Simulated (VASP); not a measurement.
Runs of VASP 6.6.1 on K. The structure is that of space group P6_3/mmc (No. 194), or close to it. The cells are those of the table. This isn't the form of K at room conditions, which is bcc.

| cell | k mesh | gap on the mesh (eV) | pressure (GPa) |
| --- | --- | --- | --- |
| a = 4.880, b = 4.880, c = 15.893 Å, angles 90.0, 90.0, 120.0°, 4 atoms | 9 × 9 × 3 | none | (a) |
| a = 4.626, b = 4.626, c = 15.066 Å, angles 90.0, 90.0, 120.0°, 4 atoms | 9 × 9 × 3 | none | 0.3 |
| a = 4.819, b = 4.819, c = 15.694 Å, angles 90.0, 90.0, 120.0°, 4 atoms | 9 × 9 × 3 | none | -0.1 |
| a = 4.757, b = 4.757, c = 15.490 Å, angles 90.0, 90.0, 120.0°, 4 atoms | 8 × 8 × 2 | none | (b) |
| a = 4.692, b = 4.692, c = 15.281 Å, angles 90.0, 90.0, 120.0°, 4 atoms | 9 × 9 × 3 | none | 0.1 |
| a = 4.558, b = 4.558, c = 14.844 Å, angles 90.0, 90.0, 120.0°, 4 atoms | 9 × 9 × 3 | none | 0.5 |

Alike in all rows: task single point; level BLYP; potentials or basis VASP PAW PBE potentials, release 64 (K_sv); no spin polarisation; cutoff (eV) 520; smearing fermi-dirac 0.1 eV.

Task: Fill in the values left out.

Result: (a) -0.2; (b) 0.0.

Caveats: the PAW data sets were made with another functional, which shifts forces and pressure a little.

A gap of «none» marks levels without a gap at the run's occupations.
